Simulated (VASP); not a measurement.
# CsPbCl3 (Pm-3m) in VASP: a series of runs

CsPbCl3 is run at these levels: PBEsol, LDA; tasks: relaxation of cell and atoms, single point.

All numbers are computed with VASP 6.6.1; they aren't measurements. Logs are shortened: lines on timing, memory, paths and dates and some standing lists are left out, and cuts for length are marked.

**1. The cell of the first run**

It takes space group Pm-3m (No. 221, cubic). Conventional cell: a = 5.605 Å, b = 5.605 Å, c = 5.605 Å, α = 90.00°, β = 90.00°, γ = 90.00°. Within 3.7 Å of Pb (site symmetry m-3m) lie 6 Cl at 2.80 Å. Within 5.2 Å of Cs (site symmetry m-3m) lie 12 Cl at 3.96 Å and 8 Pb at 4.85 Å. Cl (site symmetry 4/mmm) has 2 Pb at 2.80 Å within 3.7 Å.

**2. Relaxation of cell and atoms, PBEsol, target pressure 30 GPa, at which the enthalpy is minimised**

INCAR

```
SYSTEM = CsPbCl3
PREC = Accurate
ENCUT = 600
EDIFF = 1E-6
ISMEAR = -1
SIGMA = 0.05
LREAL = .FALSE.
LASPH = .TRUE.
NELM = 60
ALGO = Normal
ISIF = 3
LWAVE = .FALSE.
LCHARG = .FALSE.
GGA = PS
IBRION = 2
NSW = 60
EDIFFG = -0.01
PSTRESS = 300.0
```

KPOINTS

```
Automatic mesh
0
G
  5 5 5
  0 0 0
```

POSCAR

```
CsPbCl3
1.0
    5.6050000000      0.0000000000      0.0000000000
    0.0000000000      5.6050000000      0.0000000000
    0.0000000000      0.0000000000      5.6050000000
Pb Cs Cl
1 1 3
Direct
    0.5000000000      0.5000000000      0.5000000000
    0.0000000000      0.0000000000      0.0000000000
    0.5000000000      0.0000000000      0.5000000000
    0.0000000000      0.5000000000      0.5000000000
    0.5000000000      0.5000000000      0.0000000000
```

Potentials or basis: VASP PAW PBE potentials, release 64 (Pb_d, Cs_sv, Cl).

The run is started by

```bash
$ cat potpaw_PBE.64/Pb_d/POTCAR potpaw_PBE.64/Cs_sv/POTCAR potpaw_PBE.64/Cl/POTCAR > POTCAR
$ mpirun -np 1 vasp_std > vasp.out
```

OUTCAR:

```text
SYSTEM = CsPbCl3
   PREC = Accurate
   ENCUT = 600
   EDIFF = 1E-6
   ISMEAR = -1
   LREAL = .FALSE.
   LASPH = .TRUE.
   NELM = 60
   ISIF = 3
   GGA = PS
   IBRION = 2
   NSW = 60
   EDIFFG = -0.01
   PSTRESS = 300.0

 ion  position               nearest neighbor table
   1  0.500  0.500  0.500-   3 2.80   4 2.80   5 2.80   5 2.80   3 2.80   4 2.80
   2  0.000  0.000  0.000-
   3  0.500  0.000  0.500-   1 2.80   1 2.80
   4  0.000  0.500  0.500-   1 2.80   1 2.80
   5  0.500  0.500  0.000-   1 2.80   1 2.80

  LATTYP: Found a simple cubic cell.
 ALAT       =     5.6050000000

  Lattice vectors:

 A1 = (   5.6050000000,   0.0000000000,   0.0000000000)
 A2 = (   0.0000000000,   5.6050000000,   0.0000000000)
 A3 = (   0.0000000000,   0.0000000000,   5.6050000000)

Analysis of symmetry for initial positions (statically):
=====================================================================
 Subroutine PRICEL returns:
 Original cell was already a primitive cell.

 Routine SETGRP: Setting up the symmetry group for a
 simple cubic supercell.

 Subroutine GETGRP returns: Found 48 space group operations
 (whereof 48 operations were pure point group operations)
 out of a pool of 48 trial point group operations.

The static configuration has the point symmetry O_h .

Analysis of symmetry for dynamics (positions and initial velocities):
=====================================================================
 Subroutine PRICEL returns:
 Original cell was already a primitive cell.

 Routine SETGRP: Setting up the symmetry group for a
 simple cubic supercell.

 Subroutine GETGRP returns: Found 48 space group operations
 (whereof 48 operations were pure point group operations)
 out of a pool of 48 trial point group operations.

The dynamic configuration has the point symmetry O_h .

 Subroutine INISYM returns: Found 48 space group operations
 (whereof 48 operations are pure point group operations),
 and found     1 'primitive' translations

----------------------------------------------------------------------------------------

                                     Primitive cell

  volume of cell :     176.0868

  direct lattice vectors                    reciprocal lattice vectors
     5.605000000  0.000000000  0.000000000     0.178412132  0.000000000  0.000000000
     0.000000000  5.605000000  0.000000000     0.000000000  0.178412132  0.000000000
     0.000000000  0.000000000  5.605000000     0.000000000  0.000000000  0.178412132

  length of vectors
     5.605000000  5.605000000  5.605000000     0.178412132  0.178412132  0.178412132

  position of ions in fractional coordinates (direct lattice)
     0.500000000  0.500000000  0.500000000
     0.000000000  0.000000000  0.000000000
     0.500000000  0.000000000  0.500000000
     0.000000000  0.500000000  0.500000000
     0.500000000  0.500000000  0.000000000

  ion indices of the primitive-cell ions
   primitive index   ion index
                 1           1
                 2           2
                 3           3
                 4           4
                 5           5

----------------------------------------------------------------------------------------

 KPOINTS: Automatic mesh

Automatic generation of k-mesh.
 Grid dimensions read from file:
 generate k-points for:    5    5    5

 Generating k-lattice:

  Cartesian coordinates                     Fractional coordinates (reciprocal lattice)
     0.035682426  0.000000000  0.000000000     0.200000000  0.000000000  0.000000000
     0.000000000  0.035682426  0.000000000     0.000000000  0.200000000  0.000000000
     0.000000000  0.000000000  0.035682426     0.000000000  0.000000000  0.200000000

  Length of vectors
     0.035682426  0.035682426  0.035682426

  Shift w.r.t. Gamma in fractional coordinates (k-lattice)
     0.000000000  0.000000000  0.000000000

 Subroutine IBZKPT returns following result:
 ===========================================

 Found     10 irreducible k-points:

 Following reciprocal coordinates:
            Coordinates               Weight
  0.000000  0.000000  0.000000      1.000000
  0.200000  0.000000  0.000000      6.000000
  0.400000  0.000000  0.000000      6.000000
  0.200000  0.200000  0.000000     12.000000
  0.400000  0.200000  0.000000     24.000000
  0.400000  0.400000  0.000000     12.000000
  0.200000  0.200000  0.200000      8.000000
  0.400000  0.200000  0.200000     24.000000
  0.400000  0.400000  0.200000     24.000000
  0.400000  0.400000  0.400000      8.000000
   k-points           NKPTS =     10   k-points in BZ     NKDIM =     10   number of bands    NBANDS=     26
   number of dos      NEDOS =    301   number of ions     NIONS =      5
   total plane-waves  NPLWV = 110592
   dimension x,y,z NGX =    48 NGY =   48 NGZ =   48
   dimension x,y,z NGXF=    96 NGYF=   96 NGZF=   96
   ions per type =               1   1   3
   NGX,Y,Z   is equivalent  to a cutoff of  14.24, 14.24, 14.24 a.u.
   NGXF,Y,Z  is equivalent  to a cutoff of  28.47, 28.47, 28.47 a.u.
 SYSTEM =  CsPbCl3
   PREC   = accura    normal or accurate (medium, high low for compatibility)
   ISTART =      0    job   : 0-new  1-cont  2-samecut
   ICHARG =      2    charge: 1-file 2-atom 10-const
   ISPIN  =      1    spin polarized calculation?
   LNONCOLLINEAR =      F non collinear calculations
   LSORBIT =      F    spin-orbit coupling
   LASPH  =      T    aspherical Exc in radial PAW
   ENCUT  =  600.0 eV  44.10 Ry    6.64 a.u.  11.19 11.19 11.19*2*pi/ulx,y,z
   NELM   =     60;   NELMIN=  2; NELMDL= -5     # of ELM steps
   EDIFF  = 0.1E-05   stopping-criterion for ELM
   LREAL  =      F    real-space projection
   EDIFFG = -.1E-01   stopping-criterion for IOM
   NSW    =     60    number of steps for IOM
   IBRION =      2    ionic relax: 0-MD 1-quasi-New 2-CG
   NFREE  =      1    steps in history (QN), initial steepest desc. (CG)
   ISIF   =      3    stress and relaxation
   ISYM   =      2    0-nonsym 1-usesym 2-fastsym
   POTIM  = 0.5000    time-step for ionic-motion
   TEBEG  =    0.0;   TEEND  =   0.0 temperature during run
   PSTRESS=  300.0 pullay stress
   NELECT =      44.0000    total number of electrons
   NUPDOWN=      -1.0000    fix difference up-down
   EMIN   =  10.00;   EMAX   =-10.00  energy-range for DOS
   EFERMI =   0.00;   METHOD = LEGACY
   ISMEAR =    -1;   SIGMA  =   0.05  broadening in eV -4-tet -1-fermi 0-gaus
   EFERMI_NEDOS =   21; number of points for ismear=-14 and -15
   IALGO  =     38    algorithm
   IMIX   =      4    mixing-type and parameters
     AMIX     =   0.40;   BMIX     =  1.00
     AMIX_MAG =   1.60;   BMIX_MAG =  1.00
  volume/ion in A,a.u.               =      35.22       237.66
  Fermi-wavevector in a.u.,A,eV,Ry     =   1.031138  1.948568 14.466333  1.063245
  Thomas-Fermi vector in A             =   2.165271
   LORBIT       =      0    0 simple, 1 ext, 2 COOP (PROOUT), +10 PAW based schemes
   GGA     = PS    functional components
   LHFCALC =     F    Hartree Fock is set to
   AEXX    =    0.0000 exact exchange contribution
   IVDW    =     0    specifies the selected vdW correction
   LEPSILON=     F    determine dielectric tensor
   LRPA    =     F    only Hartree local field effects (RPA)
 conjugate gradient relaxation of ions
 non-spin polarized calculation
  energy-cutoff  :      600.00
  volume of cell :      176.09
 maximum number of plane-waves:      5896
 NGX is ok and might be reduce to    48
   NGX = 23   NGY = 23   NGZ = 23

--------------------------------------- Ionic step        1  -------------------------------------------

 number of electron      43.9999992 magnetization

 Free energy of the ion-electron system (eV)
  ---------------------------------------------------
  ext. energy  EPLUGINS =         0.00000000
  ---------------------------------------------------
  free energy    TOTEN  =       -18.39072536 eV

  energy without entropy =      -18.39072536  energy(sigma->0) =      -18.39072536

 E-fermi :   2.1416     XC(G=0):  -8.0097

 val. band max:        1.0882840461   @ k =   0.4000   0.4000   0.4000
 cond. band min:       3.9499392075   @ k =   0.4000   0.4000   0.4000
 fundamental gap:      2.8616551614
 Fermi energy:         2.1415790727

 k-point     1 :       0.0000    0.0000    0.0000
  band No.  band energies     occupation
      1     -19.6346      2.00000
      2     -15.0565      2.00000
      3     -15.0565      2.00000
      4     -14.8001      2.00000
      5     -14.8001      2.00000
      6     -14.8001      2.00000
[... 317 lines left out ...]
  enthalpy is  TOTEN    =        14.5806848905 eV   P V=       32.9714102480

--------------------------------------- Ionic step        2  -------------------------------------------

 number of electron      44.0000000 magnetization

 E-fermi :  19.0495     XC(G=0): -14.0979

 val. band max:       18.9337427983   @ k =   0.4000   0.4000   0.0000
 cond. band min:      19.0575172775   @ k =   0.4000   0.2000   0.2000
 fundamental gap:      0.1237744792
 Fermi energy:        19.0494724733

 k-point     1 :       0.0000    0.0000    0.0000
  band No.  band energies     occupation
      1     -10.3273      2.00000
      2      -9.1268      2.00000
      3      -9.1268      2.00000
      4      -4.7835      2.00000
      5      -4.7835      2.00000
      6      -4.7835      2.00000
[... 352 lines left out ...]
  FREE ENERGIE OF THE ION-ELECTRON SYSTEM (eV)
  ---------------------------------------------------
  free  energy   TOTEN  =       -16.1179036079 eV

  energy  without entropy=      -16.1179036045  energy(sigma->0) =      -16.11790361

  enthalpy is  TOTEN    =         7.3107508557 eV   P V=       23.4286544636

 E-fermi :   7.1872     XC(G=0):  -9.8833

 val. band max:        6.3549784157   @ k =   0.4000   0.4000   0.4000
 cond. band min:       8.0540662728   @ k =   0.4000   0.4000   0.4000
 fundamental gap:      1.6990878572
 Fermi energy:         7.1872373547

 k-point     1 :       0.0000    0.0000    0.0000
  band No.  band energies     occupation
      1     -16.2639      2.00000
      2     -12.4711      2.00000
      3     -12.4711      2.00000
      4     -12.1033      2.00000
      5     -11.0066      2.00000
      6     -11.0066      2.00000
[... 279 lines left out ...]
     25       8.8245      0.00000
     26      10.4300      0.00000

[... ionic steps 4 to 14 ...]

--------------------------------------- Ionic step       15  -------------------------------------------

 number of electron      43.9999999 magnetization

------------------------ aborting loop because EDIFF is reached ----------------------------------------

  FORCE on cell =-STRESS in cart. coord.  units (eV):
  Direction    XX          YY          ZZ          XY          YZ          ZX
  --------------------------------------------------------------------------------------
  -------------------------------------------------------------------------------------
  Total       21.2004883     21.2004883     21.2004883      0.0000000      0.0000000     -0.0000000
  in kB      296.9916707    296.9916707    296.9916707      0.0000000      0.0000000     -0.0000000
  external PRESSURE =      -3.0083293 kB  Pullay stress =     300.0000000 kB
[... 67 lines left out ...]
  enthalpy is  TOTEN    =         6.9187616149 eV   P V=       21.3332373649

--------------------------------------- Ionic step       17  -------------------------------------------

 number of electron      44.0000000 magnetization

 Free energy of the ion-electron system (eV)
  ---------------------------------------------------
  ext. energy  EPLUGINS =         0.00000000
  ---------------------------------------------------
  free energy    TOTEN  =       -14.44901889 eV

  energy without entropy =      -14.44901885  energy(sigma->0) =      -14.44901887

 E-fermi :   7.7724     XC(G=0): -10.1026

 val. band max:        6.9980914382   @ k =   0.4000   0.4000   0.4000
 cond. band min:       8.5822806413   @ k =   0.4000   0.4000   0.4000
 fundamental gap:      1.5841892031
 Fermi energy:         7.7723981008

 k-point     1 :       0.0000    0.0000    0.0000
  band No.  band energies     occupation
      1     -15.8372      2.00000
      2     -12.2235      2.00000
      3     -12.2235      2.00000
      4     -11.9264      2.00000
      5     -10.5752      2.00000
      6     -10.5752      2.00000
[... 311 lines left out ...]
  FREE ENERGIE OF THE ION-ELECTRON SYSTEM (eV)
  ---------------------------------------------------
  free  energy   TOTEN  =       -14.4490188916 eV

  energy  without entropy=      -14.4490188510  energy(sigma->0) =      -14.44901887

  enthalpy is  TOTEN    =         6.9186358002 eV   P V=       21.3676546917

 reached required accuracy - stopping structural energy minimisation
```

It took 6 min on 1 thread of AMD EPYC 7R13 (Zen 3), shared host; peak memory 0.35 GiB.

What came out:

* Free energy: -14.4490 eV
* Relaxed volume: 22.82 Å³/atom
* Relaxed cell: a = 4.850 Å, b = 4.850 Å, c = 4.850 Å, α = 90.00°, β = 90.00°, γ = 90.00°
* Space group after relaxing (to 0.05 Å): Pm-3m (No. 221)
* Energy change on relaxing (the enthalpy is what falls): +788.3 meV/atom
* Ionic steps: 17
* Pressure after relaxing: 30.0 GPa
* Band gap on the k mesh: 1.58 eV, direct

Step by step:
```csv
step,energy change (eV),largest force (eV/Å),pressure (GPa),volume (Å³)
1,0.0000,0.0000,0.14,176.09
2,48.5143,0.0000,349.80,56.19
3,2.2728,0.0000,19.30,125.12
4,3.0907,0.0000,24.60,119.13
5,3.9767,0.0000,30.22,113.93
6,3.7788,0.0000,28.97,115.00
7,3.7877,0.0000,29.02,114.95
8,3.8145,0.0000,29.20,114.80
9,3.8149,0.0000,29.19,114.80
10,3.8162,0.0000,29.21,114.80
11,3.8187,0.0000,29.21,114.78
12,3.8237,0.0000,29.25,114.75
13,3.8337,0.0000,29.31,114.70
14,3.8539,0.0000,29.44,114.59
15,3.8944,0.0000,29.70,114.37
16,3.9763,0.0000,30.22,113.93
17,3.9417,0.0000,30.00,114.12
```

Final structure:
```yaml
crystal:
  lattice:
    - [4.85045, 0.00000, 0.00000]
    - [0.00000, 4.85045, 0.00000]
    - [0.00000, 0.00000, 4.85045]
  atoms:
    - { symbol: Pb, position: [0.50000, 0.50000, 0.50000] }
    - { symbol: Cs, position: [0.00000, 0.00000, 0.00000] }
    - { symbol: Cl, position: [0.50000, 0.00000, 0.50000] }
    - { symbol: Cl, position: [0.00000, 0.50000, 0.50000] }
    - { symbol: Cl, position: [0.50000, 0.50000, 0.00000] }
```

Levels at points of the mesh, in eV from the valence-band top:
```tsv
k point	band 19	band 20	band 21	band 22	band 23	band 24	band 25	band 26
(0.00, 0.00, 0.00)	-5.27	-4.70	-4.70	-4.70	1.69	1.69	2.26	2.89
```

Caveat: the cell is relaxed towards a set pressure, so the enthalpy falls and the energy may rise; the volume moved by over 15 % at a fixed basis, so the end points are rough; the PAW data sets were made with another functional, which shifts forces and pressure a little; spin-orbit coupling is left out, which moves the levels of the heavy elements. A k mesh can miss the band edges.

**3. Single point, LDA**

INCAR

```
SYSTEM = CsPbCl3
PREC = Accurate
ENCUT = 520
EDIFF = 1E-6
ISMEAR = -1
SIGMA = 0.05
LREAL = .False.
LASPH = .True.
NELM = 100
ALGO = Normal
ISIF = 2
LWAVE = .False.
LCHARG = .False.
NBANDS = 30
```

KPOINTS

```
regular mesh
0
Gamma
  5 5 5
  0 0 0
```

POSCAR is that of step 2.

Potentials or basis: VASP PAW LDA potentials, release 64 (Pb_d, Cs_sv, Cl).

The run is started by

```bash
$ cat potpaw_LDA.64/Pb_d/POTCAR potpaw_LDA.64/Cs_sv/POTCAR potpaw_LDA.64/Cl/POTCAR > POTCAR
$ mpirun -np 1 vasp_std > vasp.out
```

OUTCAR:

```text
SYSTEM = CsPbCl3
   PREC = Accurate
   ENCUT = 520
   EDIFF = 1E-6
   ISMEAR = -1
   LREAL = .False.
   LASPH = .True.
   NELM = 100
   ISIF = 2

 ion  position               nearest neighbor table
   1  0.500  0.500  0.500-   3 2.80   4 2.80   5 2.80   5 2.80   3 2.80   4 2.80
   2  0.000  0.000  0.000-
   3  0.500  0.000  0.500-   1 2.80   1 2.80
   4  0.000  0.500  0.500-   1 2.80   1 2.80
   5  0.500  0.500  0.000-   1 2.80   1 2.80

  LATTYP: Found a simple cubic cell.
 ALAT       =     5.6050000000

  Lattice vectors:
[... 511 lines left out ...]
  --------------------------------------------------------------------------------------
  -------------------------------------------------------------------------------------
  Total       -1.3684172     -1.3684172     -1.3684172      0.0000000      0.0000000     -0.0000000
  in kB      -12.4509435    -12.4509435    -12.4509435      0.0000000      0.0000000     -0.0000000
  external PRESSURE =     -12.4509435 kB  Pullay stress =       0.0000000 kB

 VOLUME and BASIS-vectors are now :
 -----------------------------------------------------------------------------
  energy-cutoff  :      520.00
  volume of cell :      176.09
      direct lattice vectors                 reciprocal lattice vectors
     5.605000000  0.000000000  0.000000000     0.178412132  0.000000000  0.000000000
     0.000000000  5.605000000  0.000000000     0.000000000  0.178412132  0.000000000
     0.000000000  0.000000000  5.605000000     0.000000000  0.000000000  0.178412132

 POSITION                                       TOTAL-FORCE (eV/Angst)
 -----------------------------------------------------------------------------------
      2.80250      2.80250      2.80250         0.000000      0.000000      0.000000
      0.00000      0.00000      0.00000         0.000000      0.000000      0.000000
      2.80250      0.00000      2.80250         0.000000      0.000000      0.000000
      0.00000      2.80250      2.80250         0.000000      0.000000      0.000000
      2.80250      2.80250      0.00000         0.000000      0.000000      0.000000
 -----------------------------------------------------------------------------------
    total drift:                                0.000000     -0.000000     -0.000000

  FREE ENERGIE OF THE ION-ELECTRON SYSTEM (eV)
  ---------------------------------------------------
  free  energy   TOTEN  =       -19.4114508593 eV

  energy  without entropy=      -19.4114508592  energy(sigma->0) =      -19.41145086
```

OSZICAR:

```text
N       E                     dE             d eps       ncg     rms          rms(c)
DAV:   1     0.399447185786E+03    0.39945E+03   -0.19329E+04   600   0.134E+03
DAV:   2     0.291133121843E+02   -0.37033E+03   -0.35172E+03   678   0.309E+02
DAV:   3    -0.182330043382E+02   -0.47346E+02   -0.46742E+02   760   0.119E+02
DAV:   4    -0.201477372573E+02   -0.19147E+01   -0.19065E+01   754   0.298E+01
DAV:   5    -0.202174799431E+02   -0.69743E-01   -0.69715E-01   798   0.506E+00    0.531E+00
DAV:   6    -0.194735740314E+02    0.74391E+00   -0.13355E+00   814   0.128E+01    0.345E+00
DAV:   7    -0.194190646678E+02    0.54509E-01   -0.46050E-01   890   0.387E+00    0.169E+00
DAV:   8    -0.194141571669E+02    0.49075E-02   -0.66346E-02   832   0.188E+00    0.243E-01
DAV:   9    -0.194113968562E+02    0.27603E-02   -0.13048E-02   922   0.896E-01    0.109E-01
DAV:  10    -0.194114567356E+02   -0.59879E-04   -0.12047E-03   804   0.230E-01    0.371E-02
DAV:  11    -0.194114521161E+02    0.46196E-05   -0.92638E-05   838   0.638E-02    0.651E-03
DAV:  12    -0.194114511386E+02    0.97752E-06   -0.15771E-05   804   0.370E-02    0.389E-03
DAV:  13    -0.194114508593E+02    0.27927E-06   -0.21342E-06   574   0.876E-03
   1 F= -.19411451E+02 E0= -.19411451E+02  d E =-.947970E-10
```

stdout:

```text
POSCAR found type information on POSCAR PbCsCl
 POSCAR found :  3 types and       5 ions
 scaLAPACK will be used
 LDA part: xc-table for (Slater(with rela. corr.)+CA(PZ))
 , standard interpolation
 POSCAR, INCAR and KPOINTS ok, starting setup
 FFT: planning ... GRIDC
 FFT: planning ... GRID_SOFT
 FFT: planning ... GRID
 WAVECAR not read
 entering main loop
```

Wall time 50 s (1 thread of AMD EPYC 7R43 (Zen 3), shared host); peak memory 0.19 GiB.

Results:

```yaml
Free_energy: -19.4115 eV
Pressure: -1.2 GPa
Band_gap_on_the_k_mesh: 2.78 eV, direct
```

Caveat: spin-orbit coupling is left out, which moves the levels of the heavy elements. A k mesh can miss the band edges.
